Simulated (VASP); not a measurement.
# Bi (R-3m) in VASP: a series of runs

Bi is run at these levels: LDA; tasks: single point.

Program: VASP 6.6.1. These are calculated values, not measurements. Logs are shortened: lines on timing, memory, paths and dates and some standing lists are left out, and cuts for length are marked.

**1. The cell of the first run**

The structure is trigonal, space group R-3m (No. 166). Conventional cell: a = 4.490 Å, b = 4.490 Å, c = 11.517 Å, α = 90.00°, β = 90.00°, γ = 120.00°. Bi (site symmetry 3m) has 6 Bi at 3.06 to 3.41 Å within 4.0 Å.

**2. Single point, LDA**

INCAR

```
  PREC = Accurate
  ENCUT = 520
  EDIFF = 1E-6
  ISMEAR = -1
  SIGMA = 0.1
  LREAL = False
  LASPH = True
  NELM = 100
  ALGO = Normal
  ISIF = 2
  LWAVE = False
  LCHARG = False
  GGA = CA
  NBANDS = 22
```

KPOINTS

```
Automatic mesh
0
Gamma
  9 9 9
```

POSCAR

```
Bi
1.0
    2.2451514826      1.2962388128      3.8388382945
   -2.2451514826      1.2962388128      3.8388382945
    0.0000000000     -2.5924776257      3.8388382945
Bi
2
Direct
    0.2371145469      0.2371145469      0.2371145469
    0.7628854531      0.7628854531      0.7628854531
```

Potentials or basis: VASP PAW LDA potentials, release 64 (Bi_d).

Started as:

```sh
> cat potpaw_LDA.64/Bi_d/POTCAR > POTCAR
> mpirun -np 1 vasp_std > vasp.out
```

OUTCAR:

```text
PREC = Accurate
   ENCUT = 520
   EDIFF = 1E-6
   ISMEAR = -1
   LREAL = False
   LASPH = True
   NELM = 100
   ISIF = 2
   GGA = CA

 ion  position               nearest neighbor table
   1  0.237  0.237  0.237-   2 3.06   2 3.06   2 3.06   2 3.41   2 3.41   2 3.41
   2  0.763  0.763  0.763-   1 3.06   1 3.06   1 3.06   1 3.41   1 3.41   1 3.41

  LATTYP: Found a trigonal (rhomboedric) cell.
 ALAT       =     4.6322370072
 COS(alpha) =     0.5301710765

  Lattice vectors:

 A1 = (   2.2451514826,   1.2962388128,   3.8388382945)
 A2 = (  -2.2451514826,   1.2962388128,   3.8388382945)
 A3 = (   0.0000000000,  -2.5924776257,   3.8388382945)

Analysis of symmetry for initial positions (statically):
=====================================================================
 Subroutine PRICEL returns:
 Original cell was already a primitive cell.

 Routine SETGRP: Setting up the symmetry group for a
 trigonal (rhombohedral) supercell.

 Subroutine GETGRP returns: Found 12 space group operations
 (whereof 12 operations were pure point group operations)
 out of a pool of 12 trial point group operations.

The static configuration has the point symmetry D_3d.

Analysis of symmetry for dynamics (positions and initial velocities):
=====================================================================
 Subroutine PRICEL returns:
 Original cell was already a primitive cell.

 Routine SETGRP: Setting up the symmetry group for a
 trigonal (rhombohedral) supercell.

 Subroutine GETGRP returns: Found 12 space group operations
 (whereof 12 operations were pure point group operations)
 out of a pool of 12 trial point group operations.

The dynamic configuration has the point symmetry D_3d.

 Subroutine INISYM returns: Found 12 space group operations
 (whereof 12 operations are pure point group operations),
 and found     1 'primitive' translations

----------------------------------------------------------------------------------------

                                     Primitive cell

  volume of cell :      67.0319

  direct lattice vectors                    reciprocal lattice vectors
     2.245151483  1.296238813  3.838838294     0.222702122  0.128577130  0.086831825
    -2.245151483  1.296238813  3.838838294    -0.222702122  0.128577130  0.086831825
     0.000000000 -2.592477626  3.838838294     0.000000000 -0.257154260  0.086831825

  length of vectors
     4.632237007  4.632237007  4.632237007     0.271418642  0.271418642  0.271418642

  position of ions in fractional coordinates (direct lattice)
     0.237114547  0.237114547  0.237114547
     0.762885453  0.762885453  0.762885453

  ion indices of the primitive-cell ions
   primitive index   ion index
                 1           1
                 2           2

----------------------------------------------------------------------------------------

 KPOINTS: Automatic mesh

Automatic generation of k-mesh.
 Grid dimensions read from file:
 generate k-points for:    9    9    9

 Generating k-lattice:

  Cartesian coordinates                     Fractional coordinates (reciprocal lattice)
     0.024744680  0.014286348  0.009647981     0.111111111  0.000000000 -0.000000000
    -0.024744680  0.014286348  0.009647981     0.000000000  0.111111111 -0.000000000
     0.000000000 -0.028572696  0.009647981     0.000000000  0.000000000  0.111111111

  Length of vectors
     0.030157627  0.030157627  0.030157627

  Shift w.r.t. Gamma in fractional coordinates (k-lattice)
     0.000000000  0.000000000  0.000000000

 Subroutine IBZKPT returns following result:
 ===========================================

 Found     85 irreducible k-points:

 Following reciprocal coordinates:
            Coordinates               Weight
  0.000000  0.000000  0.000000      1.000000
  0.111111 -0.000000  0.000000      6.000000
  0.222222  0.000000  0.000000      6.000000
  0.333333 -0.000000  0.000000      6.000000
  0.444444  0.000000  0.000000      6.000000
  0.111111  0.111111  0.000000      6.000000
[... 16 lines left out ...]
 -0.333333  0.333333  0.000000      6.000000
  0.444444  0.444444  0.000000      6.000000
 [... further k-points ...]
   k-points           NKPTS =     85   k-points in BZ     NKDIM =     85   number of bands    NBANDS=     22
   number of dos      NEDOS =    301   number of ions     NIONS =      2
   total plane-waves  NPLWV =  46656
   dimension x,y,z NGX =    36 NGY =   36 NGZ =   36
   dimension x,y,z NGXF=    72 NGYF=   72 NGZF=   72
   ions per type =               2
   NGX,Y,Z   is equivalent  to a cutoff of  12.92, 12.92, 12.92 a.u.
   NGXF,Y,Z  is equivalent  to a cutoff of  25.84, 25.84, 25.84 a.u.
 SYSTEM =  unknown system
   PREC   = accura    normal or accurate (medium, high low for compatibility)
   ISTART =      0    job   : 0-new  1-cont  2-samecut
   ICHARG =      2    charge: 1-file 2-atom 10-const
   ISPIN  =      1    spin polarized calculation?
   LNONCOLLINEAR =      F non collinear calculations
   LSORBIT =      F    spin-orbit coupling
   LASPH  =      T    aspherical Exc in radial PAW
   ENCUT  =  520.0 eV  38.22 Ry    6.18 a.u.   8.61  8.61  8.61*2*pi/ulx,y,z
   NELM   =    100;   NELMIN=  2; NELMDL= -5     # of ELM steps
   EDIFF  = 0.1E-05   stopping-criterion for ELM
   LREAL  =      F    real-space projection
   EDIFFG = 0.1E-04   stopping-criterion for IOM
   NSW    =      0    number of steps for IOM
   IBRION =     -1    ionic relax: 0-MD 1-quasi-New 2-CG
   NFREE  =      0    steps in history (QN), initial steepest desc. (CG)
   ISIF   =      2    stress and relaxation
   ISYM   =      2    0-nonsym 1-usesym 2-fastsym
   POTIM  = 0.5000    time-step for ionic-motion
   TEBEG  =    0.0;   TEEND  =   0.0 temperature during run
   PSTRESS=    0.0 pullay stress
   NELECT =      30.0000    total number of electrons
   NUPDOWN=      -1.0000    fix difference up-down
   EMIN   =  10.00;   EMAX   =-10.00  energy-range for DOS
   EFERMI =   0.00;   METHOD = LEGACY
   ISMEAR =    -1;   SIGMA  =   0.10  broadening in eV -4-tet -1-fermi 0-gaus
   EFERMI_NEDOS =   21; number of points for ismear=-14 and -15
   IALGO  =     38    algorithm
   IMIX   =      4    mixing-type and parameters
     AMIX     =   0.40;   BMIX     =  1.00
     AMIX_MAG =   1.60;   BMIX_MAG =  1.00
  volume/ion in A,a.u.               =      33.52       226.18
  Fermi-wavevector in a.u.,A,eV,Ry     =   1.252241  2.366393 21.335406  1.568108
  Thomas-Fermi vector in A             =   2.386151
   LORBIT       =      0    0 simple, 1 ext, 2 COOP (PROOUT), +10 PAW based schemes
   GGA     = CA    functional components
   LHFCALC =     F    Hartree Fock is set to
   AEXX    =    0.0000 exact exchange contribution
   IVDW    =     0    specifies the selected vdW correction
   LEPSILON=     F    determine dielectric tensor
   LRPA    =     F    only Hartree local field effects (RPA)
 non-spin polarized calculation
  energy-cutoff  :      520.00
  volume of cell :       67.03
 maximum number of plane-waves:      1827
   NGX = 17   NGY = 17   NGZ = 17

 number of electron      30.0000008 magnetization

 Free energy of the ion-electron system (eV)
  ---------------------------------------------------
  ext. energy  EPLUGINS =         0.00000000
  ---------------------------------------------------
  free energy    TOTEN  =        -9.13748419 eV

  energy without entropy =       -9.12702357  energy(sigma->0) =       -9.13225388

 E-fermi :   6.6901     XC(G=0): -10.0322

 val. band max:        6.6427195755   @ k =   0.2222   0.2222   0.1111
 cond. band min:       6.9047118904   @ k =   0.4444   0.1111   0.1111
 fundamental gap:      0.2619923149
 Fermi energy:         6.6900659676

 k-point     1 :       0.0000    0.0000    0.0000
  band No.  band energies     occupation
      1     -16.3019      2.00000
      2     -16.3019      2.00000
      3     -16.1296      2.00000
      4     -16.1296      2.00000
      5     -16.1187      2.00000
      6     -15.9198      2.00000
[... 14 lines left out ...]
     21      12.3600      0.00000
     22      12.9589      0.00000

 k-point     2 :       0.1111   -0.0000    0.0000
  band No.  band energies     occupation
      1     -16.2903      2.00000
      2     -16.2885      2.00000
      3     -16.1245      2.00000
      4     -16.1220      2.00000
      5     -16.1117      2.00000
      6     -15.9262      2.00000
[... 14 lines left out ...]
     21      12.5211      0.00000
     22      13.9640      0.00000

 k-point     3 :       0.2222    0.0000    0.0000
  band No.  band energies     occupation
      1     -16.2577      2.00000
      2     -16.2499      2.00000
      3     -16.1111      2.00000
      4     -16.1004      2.00000
      5     -16.0909      2.00000
      6     -15.9468      2.00000
[... 14 lines left out ...]
     21      13.1363      0.00000
     22      15.8459      0.00000

 k-point     4 :       0.3333   -0.0000    0.0000
  band No.  band energies     occupation
      1     -16.2121      2.00000
      2     -16.1910      2.00000
      3     -16.0939      2.00000
      4     -16.0689      2.00000
      5     -16.0588      2.00000
      6     -15.9828      2.00000
[... 14 lines left out ...]
     21      14.1951      0.00000
     22      17.2685      0.00000

 k-point     5 :       0.4444    0.0000    0.0000
  band No.  band energies     occupation
      1     -16.1724      2.00000
      2     -16.1226      2.00000
      3     -16.0803      2.00000
      4     -16.0461      2.00000
      5     -16.0348      2.00000
      6     -16.0066      2.00000
[... 417 lines left out ...]
 k-point    22 :      -0.4444    0.3333    0.0000
  band No.  band energies     occupation
      1     -16.2493      2.00000
      2     -16.1355      2.00000
      3     -16.1069      2.00000
      4     -16.0451      2.00000
      5     -16.0284      2.00000
      6     -16.0010      2.00000
[... 14 lines left out ...]
     21      15.6647      0.00000
     22      17.5374      0.00000

 k-point    23 :      -0.3333    0.3333    0.0000
  band No.  band energies     occupation
      1     -16.2268      2.00000
      2     -16.1275      2.00000
      3     -16.0684      2.00000
      4     -16.0552      2.00000
      5     -16.0541      2.00000
      6     -15.9994      2.00000
[... 14 lines left out ...]
     21      14.7262      0.00000
     22      16.6332      0.00000

 k-point    24 :       0.4444    0.4444    0.0000
  band No.  band energies     occupation
      1     -16.2862      2.00000
      2     -16.1417      2.00000
      3     -16.1303      2.00000
      4     -16.0228      2.00000
      5     -16.0198      2.00000
      6     -16.0001      2.00000
[... 14 lines left out ...]
     21      16.5104      0.00000
     22      17.2068      0.00000

 [... further k-points ...]
[... 5 lines left out ...]
  --------------------------------------------------------------------------------------
  -------------------------------------------------------------------------------------
  Total        0.0557779      0.0557779      0.0146260      0.0000000     -0.0000000     -0.0000000
  in kB        1.3331870      1.3331870      0.3495872      0.0000000     -0.0000000     -0.0000000
  external PRESSURE =       1.0053204 kB  Pullay stress =       0.0000000 kB

 VOLUME and BASIS-vectors are now :
 -----------------------------------------------------------------------------
  energy-cutoff  :      520.00
  volume of cell :       67.03
      direct lattice vectors                 reciprocal lattice vectors
     2.245151483  1.296238813  3.838838294     0.222702122  0.128577130  0.086831825
    -2.245151483  1.296238813  3.838838294    -0.222702122  0.128577130  0.086831825
     0.000000000 -2.592477626  3.838838294     0.000000000 -0.257154260  0.086831825

 POSITION                                       TOTAL-FORCE (eV/Angst)
 -----------------------------------------------------------------------------------
      0.00000     -0.00000      2.73073         0.000000     -0.000000      0.018266
      0.00000     -0.00000      8.78578         0.000000      0.000000     -0.018266
 -----------------------------------------------------------------------------------
    total drift:                                0.000000      0.000000      0.000000

  FREE ENERGIE OF THE ION-ELECTRON SYSTEM (eV)
  ---------------------------------------------------
  free  energy   TOTEN  =        -9.1374841855 eV

  energy  without entropy=       -9.1270235664  energy(sigma->0) =       -9.13225388
```

Wall time 68 s (1 thread of Intel Xeon Platinum 8375C at 2.90GHz (Ice Lake), shared host); peak memory 0.23 GiB.

What came out:

| Quantity | Value |
| --- | --- |
| Free energy | -9.1375 eV |
| Pressure | 0.1 GPa |
| Largest force | 0.018 eV/Å |
| Band gap on the k mesh | zero (band 15 reaches 6.64 eV, above the bottom of band 16 at 6.61 eV) |

Forces in eV/Å, atoms in the order of the input:
```
Bi   0.000  0.000  0.018
Bi   0.000  0.000 -0.018
```

Stress tensor (GPa, compression positive):
```
0.13 0.00 0.00
0.00 0.13 0.00
0.00 0.00 0.03
```

Caveat: spin-orbit coupling is left out, which moves the levels of the heavy elements.

**3. Single point, LDA**

INCAR

```
SYSTEM = Bi
ALGO = Normal
EDIFF = 1E-6
ENCUT = 520
GGA = CA
ISIF = 2
ISMEAR = -1
LASPH = .True.
LCHARG = .False.
LREAL = .False.
LWAVE = .False.
NBANDS = 22
NELM = 80
PREC = Accurate
SIGMA = 0.1
```

KPOINTS

```
k-points
0
Gamma
  9 9 9
  0 0 0
```

POSCAR is that of step 2.

Potentials or basis: VASP PAW LDA potentials, release 64 (Bi_d).

Started as:

```sh
> cat potpaw_LDA.64/Bi_d/POTCAR > POTCAR
> mpirun -np 1 vasp_std > vasp.out
```

It took 74 s on 1 thread of Intel Xeon Platinum 8375C at 2.90GHz (Ice Lake), shared host; peak memory 0.23 GiB.

It converged, with:

```yaml
Free_energy: -9.1375 eV
Pressure: 0.1 GPa
Largest_force: 0.018 eV/Å
Band_gap_on_the_k_mesh: zero (band 15 reaches 6.64 eV, above the bottom of band 16 at 6.61 eV)
```

Forces on the atoms (eV/Å):
```
Bi   0.000  0.000  0.018
Bi   0.000  0.000 -0.018
```

Stress tensor (GPa, compression positive):
```
0.13 0.00 0.00
0.00 0.13 0.00
0.00 0.00 0.03
```

Levels at points of the mesh, in eV from the Fermi level:
| k point | band 11 | band 12 | band 13 | band 14 | band 15 | band 16 | band 17 | band 18 | band 19 | band 20 |
| --- | --- | --- | --- | --- | --- | --- | --- | --- | --- | --- |
| (0.00, 0.00, 0.00) | -13.42 | -7.35 | -1.61 | -1.35 | -1.35 | 2.74 | 3.04 | 3.04 | 5.50 | 5.67 |

Caveat: spin-orbit coupling is left out, which moves the levels of the heavy elements.

[end of part 1 of 2]
